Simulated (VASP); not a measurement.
Write the native input for VASP 6.6.1 that does the following.

- Task: single point
- Functional: PBE
- Potentials or basis: VASP PAW PBE potentials, release 64 (Cs_sv)
- Cutoff: 520 eV
- k mesh: 8 × 8 × 8
- Occupations: fermi-dirac, width 0.08 eV
- Spin: no spin polarisation
- Dipole correction: no
- Further INCAR settings: ALGO = Normal; EDIFF = 1e-07; NBANDS = 10

The structure of Cs lies in POSCAR:

```
Cs
1.0
    4.4703845690      0.0000000000      0.0000000000
   -2.2351922845      3.8714666014      0.0000000000
    0.0000000000      0.0000000000      4.2021614948
Cs
1
Direct
    0.0000000000      0.0000000000      0.0000000000
```

This cell differs from its parent crystal: volume scaled by 0.6.

One way to write it, as run:

INCAR

```
SYSTEM = Cs
PREC = Accurate ; ENCUT = 520
EDIFF = 1E-7 ; ISMEAR = -1
SIGMA = 0.08 ; LREAL = .False.
LASPH = .True. ; NELM = 60
ALGO = Normal ; ISIF = 2
LWAVE = .False. ; LCHARG = .False.
GGA = PE ; NBANDS = 10
```

KPOINTS

```
regular mesh
0
Gamma
  8 8 8
  0 0 0
```

Potentials or basis: VASP PAW PBE potentials, release 64 (Cs_sv).

Run with:

```console
$ cat potpaw_PBE.64/Cs_sv/POTCAR > POTCAR
$ mpirun -np 1 vasp_std > vasp.out
```

Results of the run:

```json
{"Pressure": "1.8 GPa"}
```

It took 13 s on 1 thread of Intel(R) Xeon(R) Platinum 8559C (Emerald Rapids) (shared host), peak memory 0.2 GiB.
